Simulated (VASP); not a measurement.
# CaB2 (P6/mmm) in VASP: single point with LDA

Aim: the single point of CaB2 with LDA.

All numbers are computed with VASP 6.6.1; they aren't measurements. Logs are shortened: lines on timing, memory, paths and dates and some standing lists are left out, and cuts for length are marked.

**1. The cell of the first run**

Symmetry: P6/mmm, No. 191, hexagonal system. The conventional cell has a = 3.226 Å, b = 3.226 Å, c = 4.067 Å, α = 90.00°, β = 90.00°, γ = 120.00°. Within 3.6 Å of Ca (site symmetry 6/mmm) lie 12 B at 2.76 Å and 6 Ca at 3.23 Å. B (site symmetry -6m2) has 3 B at 1.86 Å within 2.5 Å.

**2. Single point, LDA**

The input, INCAR:

```
SYSTEM = CaB2
PREC = Accurate ; ENCUT = 520
EDIFF = 1E-6 ; ISMEAR = 0
SIGMA = 0.02 ; LREAL = .FALSE.
LASPH = .TRUE. ; NELM = 80
ALGO = Normal ; ISIF = 2
LWAVE = .FALSE. ; LCHARG = .TRUE.
LELF = .TRUE. ; LVHAR = .TRUE.
NBANDS = 15
```

The input, KPOINTS:

```
regular mesh
0
G
  8 8 6
  0 0 0
```

The input, POSCAR:

```
CaB2
1.0
    3.2264300000      0.0000000000      0.0000000000
   -1.6132150000      2.7941710000      0.0000000000
    0.0000000000      0.0000000000      4.0673920000
Ca B
1 2
Direct
    0.0000000000      0.0000000000      0.0000000000
    0.3333333333      0.6666666667      0.5000000000
    0.6666666667      0.3333333333      0.5000000000
```

Potentials or basis: VASP PAW LDA potentials, release 64 (Ca_sv, B).

Launch:

```bash
$ cat potpaw_LDA.64/Ca_sv/POTCAR potpaw_LDA.64/B/POTCAR > POTCAR
$ mpirun -np 1 vasp_std > vasp.out
```

OUTCAR:

```text
SYSTEM = CaB2
   PREC = Accurate
   ENCUT = 520
   EDIFF = 1E-6
   ISMEAR = 0
   LREAL = .FALSE.
   LASPH = .TRUE.
   NELM = 80
   ISIF = 2

 ion  position               nearest neighbor table
   1  0.000  0.000  0.000-
   2  0.333  0.667  0.500-   3 1.86   3 1.86   3 1.86
   3  0.667  0.333  0.500-   2 1.86   2 1.86   2 1.86

  LATTYP: Found a hexagonal cell.
 ALAT       =     3.2264300000
 C/A-ratio  =     1.2606478368

  Lattice vectors:

 A1 = (   3.2264300000,   0.0000000000,   0.0000000000)
 A2 = (  -1.6132150000,   2.7941710000,   0.0000000000)
 A3 = (   0.0000000000,   0.0000000000,   4.0673920000)

Analysis of symmetry for initial positions (statically):
=====================================================================
 Subroutine PRICEL returns:
 Original cell was already a primitive cell.

 Routine SETGRP: Setting up the symmetry group for a
 hexagonal supercell.

 Subroutine GETGRP returns: Found 24 space group operations
 (whereof 24 operations were pure point group operations)
 out of a pool of 24 trial point group operations.

The static configuration has the point symmetry D_6h.

Analysis of symmetry for dynamics (positions and initial velocities):
=====================================================================
 Subroutine PRICEL returns:
 Original cell was already a primitive cell.

 Routine SETGRP: Setting up the symmetry group for a
 hexagonal supercell.

 Subroutine GETGRP returns: Found 24 space group operations
 (whereof 24 operations were pure point group operations)
 out of a pool of 24 trial point group operations.

The dynamic configuration has the point symmetry D_6h.

 Subroutine INISYM returns: Found 24 space group operations
 (whereof 24 operations are pure point group operations),
 and found     1 'primitive' translations

----------------------------------------------------------------------------------------

                                     Primitive cell

  volume of cell :      36.6683

  direct lattice vectors                    reciprocal lattice vectors
     3.226430000  0.000000000  0.000000000     0.309940089  0.178943952  0.000000000
    -1.613215000  2.794171000  0.000000000     0.000000000  0.357887903  0.000000000
     0.000000000  0.000000000  4.067392000     0.000000000  0.000000000  0.245857788

  length of vectors
     3.226430000  3.226430569  4.067392000     0.357887966  0.357887903  0.245857788

  position of ions in fractional coordinates (direct lattice)
     0.000000000  0.000000000  0.000000000
     0.333333333  0.666666667  0.500000000
     0.666666667  0.333333333  0.500000000

  ion indices of the primitive-cell ions
   primitive index   ion index
                 1           1
                 2           2
                 3           3

----------------------------------------------------------------------------------------

 KPOINTS: regular mesh

Automatic generation of k-mesh.
 Grid dimensions read from file:
 generate k-points for:    8    8    6

 Generating k-lattice:

  Cartesian coordinates                     Fractional coordinates (reciprocal lattice)
     0.038742511  0.022367994  0.000000000     0.125000000 -0.000000000  0.000000000
     0.000000000  0.044735988  0.000000000     0.000000000  0.125000000  0.000000000
     0.000000000  0.000000000  0.040976298     0.000000000  0.000000000  0.166666667

  Length of vectors
     0.044735996  0.044735988  0.040976298

  Shift w.r.t. Gamma in fractional coordinates (k-lattice)
     0.000000000  0.000000000  0.000000000

 Subroutine IBZKPT returns following result:
 ===========================================

 Found     40 irreducible k-points:

 Following reciprocal coordinates:
            Coordinates               Weight
  0.000000  0.000000  0.000000      1.000000
  0.125000 -0.000000  0.000000      6.000000
  0.250000 -0.000000  0.000000      6.000000
  0.375000 -0.000000  0.000000      6.000000
  0.500000 -0.000000  0.000000      3.000000
  0.125000  0.125000  0.000000      6.000000
[... 16 lines left out ...]
  0.250000 -0.000000  0.333333     12.000000
  0.375000 -0.000000  0.333333     12.000000
 [... further k-points ...]
   k-points           NKPTS =     40   k-points in BZ     NKDIM =     40   number of bands    NBANDS=     15
   number of dos      NEDOS =    301   number of ions     NIONS =      3
   total plane-waves  NPLWV =  17280
   dimension x,y,z NGX =    24 NGY =   24 NGZ =   30
   dimension x,y,z NGXF=    48 NGYF=   48 NGZF=   60
   ions per type =               1   2
   NGX,Y,Z   is equivalent  to a cutoff of  12.37, 12.37, 12.26 a.u.
   NGXF,Y,Z  is equivalent  to a cutoff of  24.73, 24.73, 24.52 a.u.
 SYSTEM =  CaB2
   PREC   = accura    normal or accurate (medium, high low for compatibility)
   ISTART =      0    job   : 0-new  1-cont  2-samecut
   ICHARG =      2    charge: 1-file 2-atom 10-const
   ISPIN  =      1    spin polarized calculation?
   LNONCOLLINEAR =      F non collinear calculations
   LSORBIT =      F    spin-orbit coupling
   LASPH  =      T    aspherical Exc in radial PAW
   ENCUT  =  520.0 eV  38.22 Ry    6.18 a.u.   6.00  6.00  7.56*2*pi/ulx,y,z
   NELM   =     80;   NELMIN=  2; NELMDL= -5     # of ELM steps
   EDIFF  = 0.1E-05   stopping-criterion for ELM
   LREAL  =      F    real-space projection
   EDIFFG = 0.1E-04   stopping-criterion for IOM
   NSW    =      0    number of steps for IOM
   IBRION =     -1    ionic relax: 0-MD 1-quasi-New 2-CG
   NFREE  =      0    steps in history (QN), initial steepest desc. (CG)
   ISIF   =      2    stress and relaxation
   ISYM   =      2    0-nonsym 1-usesym 2-fastsym
   POTIM  = 0.5000    time-step for ionic-motion
   TEBEG  =    0.0;   TEEND  =   0.0 temperature during run
   PSTRESS=    0.0 pullay stress
   NELECT =      16.0000    total number of electrons
   NUPDOWN=      -1.0000    fix difference up-down
   EMIN   =  10.00;   EMAX   =-10.00  energy-range for DOS
   EFERMI =   0.00;   METHOD = LEGACY
   ISMEAR =     0;   SIGMA  =   0.02  broadening in eV -4-tet -1-fermi 0-gaus
   EFERMI_NEDOS =   21; number of points for ismear=-14 and -15
   IALGO  =     38    algorithm
   IMIX   =      4    mixing-type and parameters
     AMIX     =   0.40;   BMIX     =  1.00
     AMIX_MAG =   1.60;   BMIX_MAG =  1.00
  volume/ion in A,a.u.               =      12.22        82.48
  Fermi-wavevector in a.u.,A,eV,Ry     =   1.241703  2.346478 20.977822  1.541826
  Thomas-Fermi vector in A             =   2.376089
   LORBIT       =      0    0 simple, 1 ext, 2 COOP (PROOUT), +10 PAW based schemes
   GGA     = CA    functional components
   LHFCALC =     F    Hartree Fock is set to
   AEXX    =    0.0000 exact exchange contribution
   IVDW    =     0    specifies the selected vdW correction
   LEPSILON=     F    determine dielectric tensor
   LRPA    =     F    only Hartree local field effects (RPA)
 non-spin polarized calculation
 Gauss-broadening in eV      SIGMA  =   0.02
  energy-cutoff  :      520.00
  volume of cell :       36.67
 maximum number of plane-waves:      1006
 NGX is ok and might be reduce to    24
   NGX = 11   NGY = 11   NGZ = 15

 number of electron      16.0000004 magnetization

 Free energy of the ion-electron system (eV)
  ---------------------------------------------------
  ext. energy  EPLUGINS =         0.00000000
  ---------------------------------------------------
  free energy    TOTEN  =       -17.72641300 eV

  energy without entropy =      -17.72565445  energy(sigma->0) =      -17.72603373

 E-fermi :   4.5870     XC(G=0): -11.0652

 val. band max:        4.4101348586   @ k =   0.3750   0.1250   0.5000
 cond. band min:       4.5897576647   @ k =   0.1250  -0.0000   0.0000
 fundamental gap:      0.1796228061
 Fermi energy:         4.5869543699

 k-point     1 :       0.0000    0.0000    0.0000
  band No.  band energies     occupation
      1     -34.6575      2.00000
      2     -15.9771      2.00000
      3     -15.7228      2.00000
      4     -15.7228      2.00000
      5      -5.7485      2.00000
      6       2.7957      2.00000
      7       4.8574      0.00000
      8       4.8574      0.00000
      9       4.8658      0.00000
     10       9.8814      0.00000
     11       9.8814      0.00000
     12      10.7490      0.00000
     13      10.7490      0.00000
     14      11.5229      0.00000
     15      11.5229      0.00000

 k-point     2 :       0.1250   -0.0000    0.0000
  band No.  band energies     occupation
      1     -34.6401      2.00000
      2     -15.9530      2.00000
      3     -15.8476      2.00000
      4     -15.7488      2.00000
      5      -5.4796      2.00000
      6       2.8091      2.00000
      7       3.8712      2.00000
      8       4.5898      0.84287
      9       5.2022      0.00000
     10       9.1726      0.00000
     11       9.8439      0.00000
     12      10.5883      0.00000
     13      10.6998      0.00000
     14      11.4583      0.00000
     15      12.4929      0.00000

 k-point     3 :       0.2500   -0.0000    0.0000
  band No.  band energies     occupation
      1     -34.5979      2.00000
      2     -16.1366      2.00000
      3     -15.8943      2.00000
      4     -15.8108      2.00000
      5      -4.7131      2.00000
      6       1.9190      2.00000
      7       2.8822      2.00000
      8       4.0155      2.00000
      9       5.7774      0.00000
     10       8.5923      0.00000
     11       9.6173      0.00000
     12      10.2326      0.00000
     13      10.3904      0.00000
     14      11.2545      0.00000
     15      12.5402      0.00000
[... 343 lines left out ...]
 k-point    23 :       0.2500   -0.0000    0.3333
  band No.  band energies     occupation
      1     -34.5944      2.00000
      2     -16.1238      2.00000
      3     -15.9899      2.00000
      4     -15.8044      2.00000
      5      -4.2463      2.00000
      6       1.4740      2.00000
      7       2.1714      2.00000
      8       3.8164      2.00000
      9       6.2528      0.00000
     10       8.2178      0.00000
     11       9.8104      0.00000
     12      10.3163      0.00000
     13      11.0509      0.00000
     14      11.6620      0.00000
     15      13.1668      0.00000

 k-point    24 :       0.3750   -0.0000    0.3333
  band No.  band energies     occupation
      1     -34.5520      2.00000
      2     -16.3928      2.00000
      3     -15.9156      2.00000
      4     -15.8641      2.00000
      5      -3.3600      2.00000
      6       0.0249      2.00000
      7       2.7577      2.00000
      8       3.1654      2.00000
      9       5.0293      0.00000
     10       8.6386      0.00000
     11      10.7153      0.00000
     12      10.8523      0.00000
     13      11.2694      0.00000
     14      11.5841      0.00000
     15      12.8716      0.00000

 [... further k-points ...]

------------------------ aborting loop because EDIFF is reached ----------------------------------------

  FORCE on cell =-STRESS in cart. coord.  units (eV):
  Direction    XX          YY          ZZ          XY          YZ          ZX
  --------------------------------------------------------------------------------------
  -------------------------------------------------------------------------------------
  Total       -1.6264164     -1.6264172     -1.2668537      0.0000000     -0.0000000      0.0000000
  in kB      -71.0642343    -71.0642677    -55.3535901      0.0000000     -0.0000000      0.0000000
  external PRESSURE =     -65.8273640 kB  Pullay stress =       0.0000000 kB

 VOLUME and BASIS-vectors are now :
 -----------------------------------------------------------------------------
  energy-cutoff  :      520.00
  volume of cell :       36.67
      direct lattice vectors                 reciprocal lattice vectors
     3.226430000  0.000000000  0.000000000     0.309940089  0.178943952  0.000000000
    -1.613215000  2.794171000  0.000000000     0.000000000  0.357887903  0.000000000
     0.000000000  0.000000000  4.067392000     0.000000000  0.000000000  0.245857788

 POSITION                                       TOTAL-FORCE (eV/Angst)
 -----------------------------------------------------------------------------------
      0.00000      0.00000      0.00000         0.000000      0.000000      0.000000
     -0.00000      1.86278      2.03370        -0.000000     -0.000000      0.000000
      1.61322      0.93139      2.03370        -0.000000      0.000000     -0.000000
 -----------------------------------------------------------------------------------
    total drift:                               -0.000000      0.000000      0.000000

  FREE ENERGIE OF THE ION-ELECTRON SYSTEM (eV)
  ---------------------------------------------------
  free  energy   TOTEN  =       -17.7264130021 eV

  energy  without entropy=      -17.7256544540  energy(sigma->0) =      -17.72603373
```

Wall time 11 s (1 thread of Intel Xeon Platinum 8488C (Sapphire Rapids), shared host); peak memory 0.14 GiB.

Results:

```
Free energy            : -17.7264 eV
Pressure               : -6.6 GPa
Band gap on the k mesh : zero (band 8 reaches 5.42 eV, above the bottom of band 9 at 3.89 eV)
```
